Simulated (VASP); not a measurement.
# WS2 in VASP: notebook, part 2 of 2

VASP 6.6.1. The steps go on from the part before.

### 5 Single point, PBEsol (30.98 Å³/atom)

This run uses another cell than the first one.

Input file INCAR:

```
ALGO = Normal
EDIFF = 1E-7
ENCUT = 520
GGA = PS
ISIF = 2
ISMEAR = 0
LASPH = T
LCHARG = F
LREAL = F
LWAVE = F
NBANDS = 35
NELM = 60
PREC = Accurate
SIGMA = 0.05
```

Input file KPOINTS:

```
k-points
0
Gamma
  12 12 2
```

Input file POSCAR:

```
WS2
1.0
    3.1011076557      0.0000000000      0.0000000000
   -1.5505538278      2.6856380097      0.0000000000
    0.0000000000      0.0000000000     22.3186717983
W S
2 4
Direct
    0.3333333333      0.6666666667      0.6345659624
    0.6666666667      0.3333333333      0.3654340376
    0.3333333333      0.6666666667      0.2989660749
    0.6666666667      0.3333333333      0.5680485953
    0.3333333333      0.6666666667      0.4319514047
    0.6666666667      0.3333333333      0.7010339251
```

The run is started by

```
> cat potpaw_PBE.64/W_sv/POTCAR potpaw_PBE.64/S/POTCAR > POTCAR
> mpirun -np 1 vasp_std > vasp.out
```

Wall time 3.4 min (1 thread of AMD EPYC 9R45 (Zen 5), shared host); peak memory 0.39 GiB.

It converged, with:

| Quantity | Value |
| --- | --- |
| Free energy | -50.0160 eV |
| Largest force | 2.372 eV/Å |
| Band gap on the k mesh | 1.10 eV (least direct gap 1.81 eV) |

Forces on the atoms (eV/Å):
```
W    0.000  0.000  0.012
W    0.000  0.000 -0.012
S    0.000  0.000 -2.372
S    0.000  0.000 -2.316
S    0.000  0.000  2.316
S    0.000  0.000  2.372
```

Levels at points of the mesh, in eV from the valence-band top:
```tsv
k point	band 22	band 23	band 24	band 25	band 26	band 27	band 28	band 29	band 30	band 31
(0.00, 0.00, 0.00)	-2.58	-2.58	-2.18	-0.81	0.00	2.45	2.45	2.45	2.45	2.85
(0.50, 0.00, 0.00)	-2.70	-2.09	-2.00	-1.74	-1.64	2.41	2.43	2.93	3.05	3.51
(0.00, 0.00, 0.50)	-2.58	-2.58	-2.18	-0.81	0.00	2.45	2.45	2.45	2.45	2.85
(0.50, 0.00, 0.50)	-2.70	-2.09	-2.00	-1.74	-1.64	2.41	2.43	2.93	3.05	3.51
```

Caveat: there is no dipole correction, which matters where the two faces differ; the PAW data sets were made with another functional, which shifts forces and pressure a little; spin-orbit coupling is left out, which moves the levels of the heavy elements.

### 6 Single point, PBEsol (30.98 Å³/atom)

This run uses another cell than the first one.

Input file INCAR:

```
PREC = Accurate ; ENCUT = 520
EDIFF = 1E-6 ; ISMEAR = 0
SIGMA = 0.05 ; LREAL = False
LASPH = True ; NELM = 100
ALGO = Normal ; ISIF = 2
LWAVE = False ; LCHARG = False
GGA = PS ; NBANDS = 35
```

Input file KPOINTS:

```
regular mesh
0
Gamma
  12 12 2
```

POSCAR: that of step 5 with these lines changed.

```diff
@@ -2,5 +2,5 @@
 1.0
-    3.1011076557      0.0000000000      0.0000000000
-   -1.5505538278      2.6856380097      0.0000000000
-    0.0000000000      0.0000000000     22.3186717983
+    3.0191064309      0.0000000000      0.0000000000
+   -1.5095532154      2.6146228659      0.0000000000
+    0.0000000000      0.0000000000     23.5475206076
 W S
```

Potentials or basis: VASP PAW PBE potentials, release 64 (W_sv, S).

The run is started by

```
> cat potpaw_PBE.64/W_sv/POTCAR potpaw_PBE.64/S/POTCAR > POTCAR
> mpirun -np 1 vasp_std > vasp.out
```

OUTCAR:

```text
PREC = Accurate
   ENCUT = 520
   EDIFF = 1E-6
   ISMEAR = 0
   LREAL = False
   LASPH = True
   NELM = 100
   ISIF = 2
   GGA = PS

 ion  position               nearest neighbor table
   1  0.333  0.667  0.635-   6 2.34   6 2.34   6 2.34   4 2.34   4 2.34   4 2.34
   2  0.667  0.333  0.365-   3 2.34   3 2.34   3 2.34   5 2.34   5 2.34   5 2.34
   3  0.333  0.667  0.299-   2 2.34   2 2.34   2 2.34
   4  0.667  0.333  0.568-   1 2.34   1 2.34   1 2.34
   5  0.333  0.667  0.432-   2 2.34   2 2.34   2 2.34
   6  0.667  0.333  0.701-   1 2.34   1 2.34   1 2.34

  LATTYP: Found a hexagonal cell.
 ALAT       =     3.0191064309
 C/A-ratio  =     7.7994999999

  Lattice vectors:

 A1 = (   3.0191064309,   0.0000000000,   0.0000000000)
 A2 = (  -1.5095532154,   2.6146228659,   0.0000000000)
 A3 = (   0.0000000000,   0.0000000000,  23.5475206076)

Analysis of symmetry for initial positions (statically):
=====================================================================
 Subroutine PRICEL returns:
 Original cell was already a primitive cell.

 Routine SETGRP: Setting up the symmetry group for a
 hexagonal supercell.

 Subroutine GETGRP returns: Found 12 space group operations
 (whereof 12 operations were pure point group operations)
 out of a pool of 24 trial point group operations.

The static configuration has the point symmetry D_3d.

Analysis of symmetry for dynamics (positions and initial velocities):
=====================================================================
 Subroutine PRICEL returns:
 Original cell was already a primitive cell.

 Routine SETGRP: Setting up the symmetry group for a
 hexagonal supercell.

 Subroutine GETGRP returns: Found 12 space group operations
 (whereof 12 operations were pure point group operations)
 out of a pool of 24 trial point group operations.

The dynamic configuration has the point symmetry D_3d.

 Subroutine INISYM returns: Found 12 space group operations
 (whereof 12 operations are pure point group operations),
 and found     1 'primitive' translations

----------------------------------------------------------------------------------------

                                     Primitive cell

  volume of cell :     185.8800

  direct lattice vectors                    reciprocal lattice vectors
     3.019106431  0.000000000  0.000000000     0.331223832  0.191232168  0.000000000
    -1.509553215  2.614622866  0.000000000     0.000000000  0.382464337  0.000000000
     0.000000000  0.000000000 23.547520608     0.000000000  0.000000000  0.042467316

  length of vectors
     3.019106431  3.019106431 23.547520608     0.382464337  0.382464337  0.042467316

  position of ions in fractional coordinates (direct lattice)
     0.333333333  0.666666667  0.634565962
     0.666666667  0.333333333  0.365434038
     0.333333333  0.666666667  0.298966075
     0.666666667  0.333333333  0.568048595
     0.333333333  0.666666667  0.431951405
     0.666666667  0.333333333  0.701033925

  ion indices of the primitive-cell ions
   primitive index   ion index
                 1           1
                 2           2
[... 21 lines left out ...]
     0.031872028  0.031872028  0.021233658

  Shift w.r.t. Gamma in fractional coordinates (k-lattice)
     0.000000000  0.000000000  0.000000000

 Subroutine IBZKPT returns following result:
 ===========================================

 Found     38 irreducible k-points:

 Following reciprocal coordinates:
            Coordinates               Weight
  0.000000  0.000000  0.000000      1.000000
  0.083333 -0.000000  0.000000      6.000000
  0.166667 -0.000000  0.000000      6.000000
  0.250000  0.000000  0.000000      6.000000
  0.333333  0.000000  0.000000      6.000000
  0.416667 -0.000000  0.000000      6.000000
[... 16 lines left out ...]
  0.250000  0.000000  0.500000      6.000000
  0.333333  0.000000  0.500000      6.000000
 [... further k-points ...]
   k-points           NKPTS =     38   k-points in BZ     NKDIM =     38   number of bands    NBANDS=     35
   number of dos      NEDOS =    301   number of ions     NIONS =      6
   total plane-waves  NPLWV = 103680
   dimension x,y,z NGX =    24 NGY =   24 NGZ =  180
   dimension x,y,z NGXF=    48 NGYF=   48 NGZF=  360
   ions per type =               2   4
   NGX,Y,Z   is equivalent  to a cutoff of  13.22, 13.22, 12.71 a.u.
   NGXF,Y,Z  is equivalent  to a cutoff of  26.43, 26.43, 25.42 a.u.
 SYSTEM =  unknown system
   PREC   = accura    normal or accurate (medium, high low for compatibility)
   ISTART =      0    job   : 0-new  1-cont  2-samecut
   ICHARG =      2    charge: 1-file 2-atom 10-const
   ISPIN  =      1    spin polarized calculation?
   LNONCOLLINEAR =      F non collinear calculations
   LSORBIT =      F    spin-orbit coupling
   LASPH  =      T    aspherical Exc in radial PAW
   ENCUT  =  520.0 eV  38.22 Ry    6.18 a.u.   5.61  5.61 43.78*2*pi/ulx,y,z
   NELM   =    100;   NELMIN=  2; NELMDL= -5     # of ELM steps
   EDIFF  = 0.1E-05   stopping-criterion for ELM
   LREAL  =      F    real-space projection
   EDIFFG = 0.1E-04   stopping-criterion for IOM
   NSW    =      0    number of steps for IOM
   IBRION =     -1    ionic relax: 0-MD 1-quasi-New 2-CG
   NFREE  =      0    steps in history (QN), initial steepest desc. (CG)
   ISIF   =      2    stress and relaxation
   ISYM   =      2    0-nonsym 1-usesym 2-fastsym
   POTIM  = 0.5000    time-step for ionic-motion
   TEBEG  =    0.0;   TEEND  =   0.0 temperature during run
   PSTRESS=    0.0 pullay stress
   NELECT =      52.0000    total number of electrons
   NUPDOWN=      -1.0000    fix difference up-down
   EMIN   =  10.00;   EMAX   =-10.00  energy-range for DOS
   EFERMI =   0.00;   METHOD = LEGACY
   ISMEAR =     0;   SIGMA  =   0.05  broadening in eV -4-tet -1-fermi 0-gaus
   EFERMI_NEDOS =   21; number of points for ismear=-14 and -15
   IALGO  =     38    algorithm
   IMIX   =      4    mixing-type and parameters
     AMIX     =   0.40;   BMIX     =  1.00
     AMIX_MAG =   1.60;   BMIX_MAG =  1.00
  volume/ion in A,a.u.               =      30.98       209.06
  Fermi-wavevector in a.u.,A,eV,Ry     =   1.070693  2.023317 15.597501  1.146384
  Thomas-Fermi vector in A             =   2.206411
   LORBIT       =      0    0 simple, 1 ext, 2 COOP (PROOUT), +10 PAW based schemes
   GGA     = PS    functional components
   LHFCALC =     F    Hartree Fock is set to
   AEXX    =    0.0000 exact exchange contribution
   IVDW    =     0    specifies the selected vdW correction
   LEPSILON=     F    determine dielectric tensor
   LRPA    =     F    only Hartree local field effects (RPA)
 non-spin polarized calculation
 Gauss-broadening in eV      SIGMA  =   0.05
  energy-cutoff  :      520.00
  volume of cell :      185.88
 maximum number of plane-waves:      5058
 NGX is ok and might be reduce to    24
   NGX = 11   NGY = 11   NGZ = 87

 number of electron      51.9999996 magnetization

 Free energy of the ion-electron system (eV)
  ---------------------------------------------------
  ext. energy  EPLUGINS =         0.00000000
  ---------------------------------------------------
  free energy    TOTEN  =       -50.04988578 eV

  energy without entropy =      -50.04988578  energy(sigma->0) =      -50.04988578

 E-fermi :   1.8393     XC(G=0):  -6.4862

 val. band max:        1.4591181350   @ k =   0.3333   0.3333   0.5000
 cond. band min:       3.1588022238   @ k =   0.1667   0.1667   0.0000
 fundamental gap:      1.6996840888
 Fermi energy:         1.8392957138

 k-point     1 :       0.0000    0.0000    0.0000
  band No.  band energies     occupation
      1     -72.2454      2.00000
      2     -72.2454      2.00000
      3     -36.6702      2.00000
      4     -36.6702      2.00000
      5     -36.3024      2.00000
      6     -36.3024      2.00000
[... 901 lines left out ...]
     34       6.5814      0.00000
     35       8.2770      0.00000

 [... further k-points ...]
[... 5 lines left out ...]
  --------------------------------------------------------------------------------------
  -------------------------------------------------------------------------------------
  Total       11.6301627     11.6301627      7.1986753      0.0000000      0.0000000      0.0000000
  in kB      100.2452283    100.2452283     62.0483881      0.0000000      0.0000000      0.0000000
  external PRESSURE =      87.5129483 kB  Pullay stress =       0.0000000 kB

 VOLUME and BASIS-vectors are now :
 -----------------------------------------------------------------------------
  energy-cutoff  :      520.00
  volume of cell :      185.88
      direct lattice vectors                 reciprocal lattice vectors
     3.019106431  0.000000000  0.000000000     0.331223832  0.191232168  0.000000000
    -1.509553215  2.614622866  0.000000000     0.000000000  0.382464337  0.000000000
     0.000000000  0.000000000 23.547520608     0.000000000  0.000000000  0.042467316

 POSITION                                       TOTAL-FORCE (eV/Angst)
 -----------------------------------------------------------------------------------
     -0.00000      1.74308     14.94246        -0.000000     -0.000000      0.000763
      1.50955      0.87154      8.60507        -0.000000      0.000000     -0.000763
     -0.00000      1.74308      7.03991        -0.000000      0.000000     -1.153143
      1.50955      0.87154     13.37614        -0.000000      0.000000     -1.143529
     -0.00000      1.74308     10.17138         0.000000     -0.000000      1.143529
      1.50955      0.87154     16.50761         0.000000     -0.000000      1.153143
 -----------------------------------------------------------------------------------
    total drift:                                0.000000     -0.000000     -0.000000

  FREE ENERGIE OF THE ION-ELECTRON SYSTEM (eV)
  ---------------------------------------------------
  free  energy   TOTEN  =       -50.0498857781 eV

  energy  without entropy=      -50.0498857781  energy(sigma->0) =      -50.04988578
```

OSZICAR:

```text
N       E                     dE             d eps       ncg     rms          rms(c)
DAV:   1     0.509666459848E+03    0.50967E+03   -0.28223E+04  3036   0.135E+03
DAV:   2    -0.188130621562E+02   -0.52848E+03   -0.51233E+03  3356   0.361E+02
DAV:   3    -0.513339350222E+02   -0.32521E+02   -0.32107E+02  3357   0.881E+01
[... 15 lines left out ...]
DAV:  19    -0.500498555961E+02   -0.35410E-04   -0.11586E-06  2329   0.313E-03    0.469E-03
DAV:  20    -0.500498721405E+02   -0.16544E-04   -0.75685E-07  2334   0.264E-03    0.167E-03
DAV:  21    -0.500498840833E+02   -0.11943E-04   -0.98126E-07  2339   0.194E-03    0.142E-03
DAV:  22    -0.500498850861E+02   -0.10028E-05   -0.37175E-08  1896   0.679E-04    0.102E-03
DAV:  23    -0.500498857781E+02   -0.69200E-06   -0.37733E-08  1820   0.555E-04
   1 F= -.50049886E+02 E0= -.50049886E+02  d E =-.304997E-28
```

stdout:

```text
POSCAR found type information on POSCAR W S
 POSCAR found :  2 types and       6 ions
 scaLAPACK will be used
 -----------------------------------------------------------------------------
|                                                                             |
|                                                                             |
|     You enforced a specific xc type in the INCAR file but a different       |
|     I HOPE YOU KNOW WHAT YOU ARE DOING!                                     |
|                                                                             |
 -----------------------------------------------------------------------------

 LDA part: xc-table for (Slater+PW92), standard interpolation
 POSCAR, INCAR and KPOINTS ok, starting setup
 FFT: planning ... GRIDC
 FFT: planning ... GRID_SOFT
 FFT: planning ... GRID
 WAVECAR not read
 entering main loop
```

Run time: 3.8 min. Hardware: 1 thread of AMD EPYC 9R45 (Zen 5), shared host; peak memory 0.38 GiB.

Results:

```
Free energy            : -50.0499 eV
Largest force          : 1.153 eV/Å
Band gap on the k mesh : 1.70 eV (least direct gap 2.44 eV)
```

Forces on the atoms (eV/Å):
```
W    0.000  0.000  0.001
W    0.000  0.000 -0.001
S    0.000  0.000 -1.153
S    0.000  0.000 -1.144
S    0.000  0.000  1.144
S    0.000  0.000  1.153
```

Caveat: there is no dipole correction, which matters where the two faces differ; the PAW data sets were made with another functional, which shifts forces and pressure a little; spin-orbit coupling is left out, which moves the levels of the heavy elements.

### 7 Summary

| cell | gap on the mesh (eV) | largest force (eV/Å) |
| --- | --- | --- |
| a = 3.104, b = 3.104, c = 24.211 Å, angles 90.0, 90.0, 120.0°, 6 atoms | 1.60 | 0.52 |
| a = 3.097, b = 3.097, c = 21.409 Å, angles 90.0, 90.0, 120.0°, 6 atoms | 0.42 | 4.16 |
| a = 2.939, b = 2.939, c = 24.844 Å, angles 90.0, 90.0, 120.0°, 6 atoms | 1.32 | 0.05 |
| a = 3.101, b = 3.101, c = 22.319 Å, angles 90.0, 90.0, 120.0°, 6 atoms | 1.10 | 2.37 |
| a = 3.019, b = 3.019, c = 23.548 Å, angles 90.0, 90.0, 120.0°, 6 atoms | 1.70 | 1.15 |

Alike in all rows: task single point; level PBEsol; potentials or basis VASP PAW PBE potentials, release 64 (W_sv, S); no spin polarisation; k mesh 12 × 12 × 2; cutoff (eV) 520; smearing gaussian 0.05 eV.

Caveats: there is no dipole correction, which matters where the two faces differ; the PAW data sets were made with another functional, which shifts forces and pressure a little; spin-orbit coupling is left out, which moves the levels of the heavy elements.

Absolute energies hang on the potentials; compare differences alone.
